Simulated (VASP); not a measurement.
# TiB2 (Cmmm) in VASP: a series of runs

TiB2 is run at these levels: PBE; tasks: single point.

Everything below comes from runs of VASP 6.6.1. Logs are shortened: lines on timing, memory, paths and dates and some standing lists are left out, and cuts for length are marked.

## (1) The cell of the first run

It takes space group Cmmm (No. 65, orthorhombic). Conventional cell: a = 3.032 Å, b = 5.146 Å, c = 3.224 Å, α = 90.00°, β = 90.00°, γ = 90.00°. Within 3.1 Å of Ti (site symmetry mmm) lie 12 B at 2.35 to 2.37 Å and 6 Ti at 2.99 to 3.03 Å. B (site symmetry m2m) has 3 B at 1.72 to 1.74 Å and 6 Ti at 2.35 to 2.37 Å within 2.4 Å.

## (2) Single point, PBE (strain -0.0200 x Voigt [0, 1, 0, 0, 0, 0])

INCAR

```
PREC = Accurate ; ENCUT = 520
EDIFF = 1E-7 ; ISMEAR = 0
SIGMA = 0.15 ; LREAL = F
LASPH = T ; NELM = 60
ALGO = Normal ; ISIF = 2
LWAVE = F ; LCHARG = T
GGA = PE ; LELF = T
LVHAR = T ; NBANDS = 16
```

KPOINTS

```
Automatic mesh
0
Gamma
  18 18 14
```

POSCAR

```
TiB2
1.0
    3.0318048529      0.0000000000      0.0000000000
   -1.5159024265      2.5731076215      0.0000000000
    0.0000000000      0.0000000000      3.2242295241
Ti B
1 2
Direct
    0.0000000000      0.0000000000      0.0000000000
    0.3333333333      0.6666666667      0.5000000000
    0.6666666667      0.3333333333      0.5000000000
```

Potentials or basis: VASP PAW PBE potentials, release 64 (Ti_sv, B).

On the command line:

```bash
cat potpaw_PBE.64/Ti_sv/POTCAR potpaw_PBE.64/B/POTCAR > POTCAR
mpirun -np 1 vasp_std > vasp.out
```

OUTCAR:

```text
PREC = Accurate
   ENCUT = 520
   EDIFF = 1E-7
   ISMEAR = 0
   LREAL = F
   LASPH = T
   NELM = 60
   ISIF = 2
   GGA = PE

 ion  position               nearest neighbor table
   1  0.000  0.000  0.000-   2 2.35   2 2.35   3 2.35   3 2.35   2 2.37   3 2.37   2 2.37   3 2.37
                             3 2.37   3 2.37   2 2.37   2 2.37
   2  0.333  0.667  0.500-   3 1.72   3 1.74   3 1.74   1 2.35   1 2.35   1 2.37   1 2.37   1 2.37
                             1 2.37
   3  0.667  0.333  0.500-   2 1.72   2 1.74   2 1.74   1 2.35   1 2.35   1 2.37   1 2.37   1 2.37
                             1 2.37

  Warning from LATTYP: Monoclinic adjustment (A1->A3, A2->A1, A3->A2)!
  LATTYP: Found a base centered orthorhombic cell.
 ALAT       =     3.0318048529
 B/A-ratio  =     1.6974097914
 C/A-ratio  =     1.0634686863

  Lattice vectors:

 A1 = (   1.5159024265,  -2.5731076215,   0.0000000000)
 A2 = (   1.5159024264,   2.5731076215,   0.0000000000)
 A3 = (   0.0000000000,   0.0000000000,   3.2242295241)

Analysis of symmetry for initial positions (statically):
=====================================================================
 Subroutine PRICEL returns:
 Original cell was already a primitive cell.

 Routine SETGRP: Setting up the symmetry group for a
 base centered orthorhombic supercell.

 Subroutine GETGRP returns: Found  8 space group operations
 (whereof  8 operations were pure point group operations)
 out of a pool of  8 trial point group operations.

The static configuration has the point symmetry D_2h.

Analysis of symmetry for dynamics (positions and initial velocities):
=====================================================================
 Subroutine PRICEL returns:
 Original cell was already a primitive cell.

 Routine SETGRP: Setting up the symmetry group for a
 base centered orthorhombic supercell.

 Subroutine GETGRP returns: Found  8 space group operations
 (whereof  8 operations were pure point group operations)
 out of a pool of  8 trial point group operations.

The dynamic configuration has the point symmetry D_2h.

 Subroutine INISYM returns: Found  8 space group operations
 (whereof  8 operations are pure point group operations),
 and found     1 'primitive' translations

----------------------------------------------------------------------------------------

                                     Primitive cell

  volume of cell :      25.1527

  direct lattice vectors                    reciprocal lattice vectors
     3.031804853  0.000000000  0.000000000     0.329836533  0.194317562  0.000000000
    -1.515902427  2.573107622  0.000000000     0.000000000  0.388635124  0.000000000
     0.000000000  0.000000000  3.224229524     0.000000000  0.000000000  0.310151617

  length of vectors
     3.031804853  2.986443202  3.224229524     0.382820393  0.388635124  0.310151617

  position of ions in fractional coordinates (direct lattice)
     0.000000000  0.000000000  0.000000000
     0.333333333  0.666666667  0.500000000
     0.666666667  0.333333333  0.500000000

  ion indices of the primitive-cell ions
   primitive index   ion index
                 1           1
                 2           2
                 3           3

----------------------------------------------------------------------------------------

 KPOINTS: Automatic mesh

Automatic generation of k-mesh.
 Grid dimensions read from file:
 generate k-points for:   18   18   14

 Generating k-lattice:

  Cartesian coordinates                     Fractional coordinates (reciprocal lattice)
     0.018324252  0.010795420  0.000000000     0.055555556 -0.000000000  0.000000000
     0.000000000  0.021590840  0.000000000     0.000000000  0.055555556  0.000000000
     0.000000000  0.000000000  0.022153687     0.000000000  0.000000000  0.071428571

  Length of vectors
     0.021267800  0.021590840  0.022153687

  Shift w.r.t. Gamma in fractional coordinates (k-lattice)
     0.000000000  0.000000000  0.000000000

 Subroutine IBZKPT returns following result:
 ===========================================

 Found    728 irreducible k-points:

 Following reciprocal coordinates:
            Coordinates               Weight
  0.000000  0.000000  0.000000      1.000000
  0.055556  0.000000  0.000000      4.000000
  0.111111  0.000000  0.000000      4.000000
  0.166667  0.000000  0.000000      4.000000
  0.222222  0.000000  0.000000      4.000000
  0.277778  0.000000  0.000000      4.000000
[... 16 lines left out ...]
 -0.333333  0.055556  0.000000      4.000000
 -0.277778  0.055556  0.000000      4.000000
 [... further k-points ...]
   k-points           NKPTS =    728   k-points in BZ     NKDIM =    728   number of bands    NBANDS=     16
   number of dos      NEDOS =    301   number of ions     NIONS =      3
   total plane-waves  NPLWV =  13824
   dimension x,y,z NGX =    24 NGY =   24 NGZ =   24
   dimension x,y,z NGXF=    48 NGYF=   48 NGZF=   48
   ions per type =               1   2
   NGX,Y,Z   is equivalent  to a cutoff of  13.16, 13.36, 12.37 a.u.
   NGXF,Y,Z  is equivalent  to a cutoff of  26.32, 26.72, 24.75 a.u.
 SYSTEM =  unknown system
   PREC   = accura    normal or accurate (medium, high low for compatibility)
   ISTART =      0    job   : 0-new  1-cont  2-samecut
   ICHARG =      2    charge: 1-file 2-atom 10-const
   ISPIN  =      1    spin polarized calculation?
   LNONCOLLINEAR =      F non collinear calculations
   LSORBIT =      F    spin-orbit coupling
   LASPH  =      T    aspherical Exc in radial PAW
   ENCUT  =  520.0 eV  38.22 Ry    6.18 a.u.   5.64  5.55  5.99*2*pi/ulx,y,z
   NELM   =     60;   NELMIN=  2; NELMDL= -5     # of ELM steps
   EDIFF  = 0.1E-06   stopping-criterion for ELM
   LREAL  =      F    real-space projection
   EDIFFG = 0.1E-05   stopping-criterion for IOM
   NSW    =      0    number of steps for IOM
   IBRION =     -1    ionic relax: 0-MD 1-quasi-New 2-CG
   NFREE  =      0    steps in history (QN), initial steepest desc. (CG)
   ISIF   =      2    stress and relaxation
   ISYM   =      2    0-nonsym 1-usesym 2-fastsym
   POTIM  = 0.5000    time-step for ionic-motion
   TEBEG  =    0.0;   TEEND  =   0.0 temperature during run
   PSTRESS=    0.0 pullay stress
   NELECT =      18.0000    total number of electrons
   NUPDOWN=      -1.0000    fix difference up-down
   EMIN   =  10.00;   EMAX   =-10.00  energy-range for DOS
   EFERMI =   0.00;   METHOD = LEGACY
   ISMEAR =     0;   SIGMA  =   0.15  broadening in eV -4-tet -1-fermi 0-gaus
   EFERMI_NEDOS =   21; number of points for ismear=-14 and -15
   IALGO  =     38    algorithm
   IMIX   =      4    mixing-type and parameters
     AMIX     =   0.40;   BMIX     =  1.00
     AMIX_MAG =   1.60;   BMIX_MAG =  1.00
  volume/ion in A,a.u.               =       8.38        56.58
  Fermi-wavevector in a.u.,A,eV,Ry     =   1.464324  2.767172 29.174235  2.144246
  Thomas-Fermi vector in A             =   2.580314
   LORBIT       =      0    0 simple, 1 ext, 2 COOP (PROOUT), +10 PAW based schemes
   GGA     = PE    functional components
   LHFCALC =     F    Hartree Fock is set to
   AEXX    =    0.0000 exact exchange contribution
   IVDW    =     0    specifies the selected vdW correction
   LEPSILON=     F    determine dielectric tensor
   LRPA    =     F    only Hartree local field effects (RPA)
 non-spin polarized calculation
 Gauss-broadening in eV      SIGMA  =   0.15
  energy-cutoff  :      520.00
  volume of cell :       25.15
 maximum number of plane-waves:       696
   NGX = 11   NGY = 11   NGZ = 11

 number of electron      18.0000002 magnetization

 Free energy of the ion-electron system (eV)
  ---------------------------------------------------
  ext. energy  EPLUGINS =         0.00000000
  ---------------------------------------------------
  free energy    TOTEN  =       -24.40878072 eV

  energy without entropy =      -24.40507955  energy(sigma->0) =      -24.40693014

 E-fermi :  10.2546     XC(G=0): -12.8622

 val. band max:       10.2510000691   @ k =   0.0556   0.0556   0.2857
 cond. band min:      10.2618473514   @ k =   0.0556   0.0556   0.4286
 fundamental gap:      0.0108472823
 Fermi energy:        10.2545784372

 k-point     1 :       0.0000    0.0000    0.0000
  band No.  band energies     occupation
      1     -46.7035      2.00000
      2     -23.0679      2.00000
      3     -22.7381      2.00000
      4     -22.7072      2.00000
      5      -3.4133      2.00000
      6       7.5297      2.00000
[... 8 lines left out ...]
     15      16.2251      0.00000
     16      17.5091      0.00000

 k-point     2 :       0.0556    0.0000    0.0000
  band No.  band energies     occupation
      1     -46.7017      2.00000
      2     -23.0656      2.00000
      3     -22.7491      2.00000
      4     -22.7126      2.00000
      5      -3.3532      2.00000
      6       7.3788      2.00000
[... 8 lines left out ...]
     15      16.5799      0.00000
     16      17.6780      0.00000

 k-point     3 :       0.1111    0.0000    0.0000
  band No.  band energies     occupation
      1     -46.6966      2.00000
      2     -23.0591      2.00000
      3     -22.7849      2.00000
      4     -22.7242      2.00000
      5      -3.1745      2.00000
      6       6.8989      2.00000
[... 8 lines left out ...]
     15      17.4355      0.00000
     16      18.2086      0.00000

 k-point     4 :       0.1667    0.0000    0.0000
  band No.  band energies     occupation
      1     -46.6887      2.00000
      2     -23.0491      2.00000
      3     -22.8426      2.00000
      4     -22.7387      2.00000
      5      -2.8819      2.00000
      6       6.1858      2.00000
[... 8 lines left out ...]
     15      18.5377      0.00000
     16      18.6253      0.00000

 k-point     5 :       0.2222    0.0000    0.0000
  band No.  band energies     occupation
      1     -46.6790      2.00000
      2     -23.0369      2.00000
      3     -22.9139      2.00000
      4     -22.7551      2.00000
      5      -2.4823      2.00000
      6       5.3395      2.00000
[... 8 lines left out ...]
     15      17.9960      0.00000
     16      19.5190      0.00000

 k-point     6 :       0.2778    0.0000    0.0000
  band No.  band energies     occupation
      1     -46.6687      2.00000
      2     -23.0238      2.00000
      3     -22.9893      2.00000
      4     -22.7722      2.00000
      5      -1.9841      2.00000
      6       4.4282      2.00000
[... 8 lines left out ...]
     15      17.7466      0.00000
     16      19.4761      0.00000
[... 267 lines left out ...]
 k-point    21 :      -0.4444    0.0556    0.0000
  band No.  band energies     occupation
      1     -46.6477      2.00000
      2     -23.1327      2.00000
      3     -22.9973      2.00000
      4     -22.8145      2.00000
      5      -0.3392      2.00000
      6       2.1683      2.00000
[... 8 lines left out ...]
     15      17.8722      0.00000
     16      19.0723      0.00000

 k-point    22 :      -0.3889    0.0556    0.0000
  band No.  band energies     occupation
      1     -46.6544      2.00000
      2     -23.0861      2.00000
      3     -23.0057      2.00000
      4     -22.8029      2.00000
      5      -1.0415      2.00000
      6       3.0764      2.00000
[... 8 lines left out ...]
     15      17.9394      0.00000
     16      19.2641      0.00000

 k-point    23 :      -0.3333    0.0556    0.0000
  band No.  band energies     occupation
      1     -46.6633      2.00000
      2     -23.0236      2.00000
      3     -23.0169      2.00000
      4     -22.7870      2.00000
      5      -1.6682      2.00000
      6       3.9984      2.00000
[... 8 lines left out ...]
     15      17.9401      0.00000
     16      19.4418      0.00000

 k-point    24 :      -0.2778    0.0556    0.0000
  band No.  band energies     occupation
      1     -46.6733      2.00000
      2     -23.0296      2.00000
      3     -22.9527      2.00000
      4     -22.7683      2.00000
      5      -2.2098      2.00000
      6       4.9070      2.00000
[... 8 lines left out ...]
     15      17.8549      0.00000
     16      19.5400      0.00000

 [... further k-points ...]

------------------------ aborting loop because EDIFF is reached ----------------------------------------

  FORCE on cell =-STRESS in cart. coord.  units (eV):
  Direction    XX          YY          ZZ          XY          YZ          ZX
  --------------------------------------------------------------------------------------
  -------------------------------------------------------------------------------------
  Total        0.2448472      2.2352718      0.3798051     -0.0000000      0.0000000      0.0000000
  in kB       15.5962625    142.3822269     24.1928074     -0.0000000      0.0000000      0.0000000
  external PRESSURE =      60.7237656 kB  Pullay stress =       0.0000000 kB

 VOLUME and BASIS-vectors are now :
 -----------------------------------------------------------------------------
  energy-cutoff  :      520.00
  volume of cell :       25.15
      direct lattice vectors                 reciprocal lattice vectors
     3.031804853  0.000000000  0.000000000     0.329836533  0.194317562  0.000000000
    -1.515902427  2.573107622  0.000000000     0.000000000  0.388635124  0.000000000
     0.000000000  0.000000000  3.224229524     0.000000000  0.000000000  0.310151617

 POSITION                                       TOTAL-FORCE (eV/Angst)
 -----------------------------------------------------------------------------------
      0.00000      0.00000      0.00000         0.000000      0.000000      0.000000
     -0.00000      1.71541      1.61211         0.000000     -0.089631      0.000000
      1.51590      0.85770      1.61211        -0.000000      0.089631     -0.000000
 -----------------------------------------------------------------------------------
    total drift:                               -0.000000      0.000000      0.000000

  FREE ENERGIE OF THE ION-ELECTRON SYSTEM (eV)
  ---------------------------------------------------
  free  energy   TOTEN  =       -24.4087807203 eV

  energy  without entropy=      -24.4050795520  energy(sigma->0) =      -24.40693014
```

Wall time 83 s (1 thread of Intel Xeon 6975P-C (Granite Rapids), shared host); peak memory 0.38 GiB.

Results:

* Free energy: -24.4088 eV
* Pressure: 6.1 GPa
* Largest force: 0.090 eV/Å
* Band gap on the k mesh: zero (bands 9 and 10 overlap by 0.69 eV)

Forces in eV/Å, atoms in the order of the input:
```
Ti   0.000  0.000  0.000
B    0.000 -0.090  0.000
B    0.000  0.090  0.000
```

Stress tensor (GPa, compression positive):
```
 1.56  0.00  0.00
 0.00 14.24  0.00
 0.00  0.00  2.42
```

Levels at points of the mesh, in eV from the Fermi level:
```csv
k point,band 7,band 8,band 9,band 10,band 11,band 12
"(0.00, 0.00, 0.00)",-2.54,-2.47,-2.21,1.88,1.92,3.62
"(0.50, 0.00, 0.00)",-3.40,-3.23,-2.31,1.36,2.77,3.31
"(0.00, 0.50, 0.00)",-3.49,-3.34,-2.41,1.26,2.85,3.26
"(0.00, 0.00, 0.50)",-0.62,-0.52,-0.22,-0.12,0.30,0.53
"(0.50, 0.00, 0.50)",-4.64,-3.89,-3.23,2.44,2.97,4.45
"(0.00, 0.50, 0.50)",-4.89,-3.96,-3.05,2.49,3.02,4.58
```

Caveat: the cell differs from its parent crystal (strain -0.0200 x Voigt [0, 1, 0, 0, 0, 0]); the cell stands under pressure.

## (3) Single point, PBE (strain -0.0150 x Voigt [0, 1, 0, 0, 0, 0])

INCAR

```
  PREC = Accurate
  ENCUT = 520
  EDIFF = 1E-6
  ISMEAR = 0
  SIGMA = 0.15
  LREAL = False
  LASPH = True
  NELM = 60
  ALGO = Normal
  ISIF = 2
  LWAVE = False
  LCHARG = True
  GGA = PE
  LELF = True
  LVHAR = True
  NBANDS = 16
```

KPOINTS is that of step 2.

POSCAR, as its differences from that of step 2:

```diff
@@ -3,3 +3,3 @@
     3.0318048529      0.0000000000      0.0000000000
-   -1.5159024265      2.5731076215      0.0000000000
+   -1.5159024265      2.5862357216      0.0000000000
     0.0000000000      0.0000000000      3.2242295241
```

Potentials or basis: VASP PAW PBE potentials, release 64 (Ti_sv, B).

On the command line:

```bash
cat potpaw_PBE.64/Ti_sv/POTCAR potpaw_PBE.64/B/POTCAR > POTCAR
mpirun -np 1 vasp_std > vasp.out
```

It took 86 s on 1 thread of Intel Xeon 6975P-C (Granite Rapids), shared host; peak memory 0.38 GiB.

It converged, with:

* Free energy: -24.4188 eV
* Pressure: 4.6 GPa
* Largest force: 0.062 eV/Å
* Band gap on the k mesh: zero (bands 9 and 10 overlap by 0.67 eV)

Forces on the atoms (eV/Å):
```
Ti   0.000  0.000  0.000
B    0.000 -0.062  0.000
B    0.000  0.062  0.000
```

Stress tensor (GPa, compression positive):
```
 1.24  0.00  0.00
 0.00 10.59  0.00
 0.00  0.00  1.87
```

Levels at points of the mesh, in eV from the Fermi level:
| k point | band 5 | band 6 | band 7 | band 8 | band 9 | band 10 | band 11 | band 12 | band 13 | band 14 |
| --- | --- | --- | --- | --- | --- | --- | --- | --- | --- | --- |
| (0.00, 0.00, 0.00) | -13.64 | -2.71 | -2.57 | -2.44 | -2.20 | 1.87 | 1.91 | 3.62 | 3.67 | 5.72 |
| (0.50, 0.00, 0.00) | -9.48 | -9.34 | -3.36 | -3.25 | -2.31 | 1.34 | 2.76 | 3.27 | 3.36 | 7.40 |
| (0.00, 0.50, 0.00) | -9.47 | -9.20 | -3.45 | -3.32 | -2.38 | 1.27 | 2.81 | 3.24 | 3.29 | 7.54 |
| (0.00, 0.00, 0.50) | -11.70 | -7.71 | -0.62 | -0.54 | -0.22 | -0.15 | 0.33 | 0.49 | 1.57 | 6.64 |
| (0.50, 0.00, 0.50) | -9.89 | -7.65 | -4.65 | -3.88 | -3.22 | 2.45 | 2.95 | 4.45 | 4.62 | 5.56 |
| (0.00, 0.50, 0.50) | -9.79 | -7.65 | -4.84 | -3.94 | -3.08 | 2.48 | 2.98 | 4.54 | 4.60 | 5.22 |

Caveat: the cell differs from its parent crystal (strain -0.0150 x Voigt [0, 1, 0, 0, 0, 0]); the cell stands under pressure.

(Continued in part 2 of 3.)
